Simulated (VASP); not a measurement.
Input of a VASP 6.6.1 run:

File INCAR:

```
SYSTEM = H
ALGO = Normal
EDIFF = 1E-8
ENCUT = 520
GGA = PE
ISIF = 2
ISMEAR = -1
LASPH = .TRUE.
LCHARG = .FALSE.
LEFG = .TRUE.
LREAL = .FALSE.
LWAVE = .FALSE.
NBANDS = 8
NELM = 80
PREC = Accurate
SIGMA = 0.01
```

The input KPOINTS:

```
k-points
0
G
  12 12 12
  0 0 0
```

The input POSCAR:

```
H
1.0
   -1.6686730936      1.6686730936      2.0306533635
    1.6686730936     -1.6686730936      2.0306533635
    1.6686730936      1.6686730936     -2.0306533635
H
2
Direct
    0.9098622900      0.9098622900      0.0000000000
    0.0901377100      0.0901377100      0.0000000000
```

Potentials or basis: VASP PAW PBE potentials, release 64 (H).

Run with:

```sh
$ cat potpaw_PBE.64/H/POTCAR > POTCAR
$ mpirun -np 1 vasp_std > vasp.out
```

Problem. Estimate the pressure.

Solution. 1.4 GPa.

Problem. Predict the band gap on the k mesh.

Solution. 8.97 eV, indirect (least direct gap 9.83 eV).

Forces in eV/Å, atoms in the order of the input:
```
H    0.000  0.000 -0.633
H    0.000  0.000  0.633
```

Caveat: without QUAD_EFG the Cq values of the log hold for a quadrupole moment of 1 mb, not for the nuclei. A k mesh can miss the band edges.
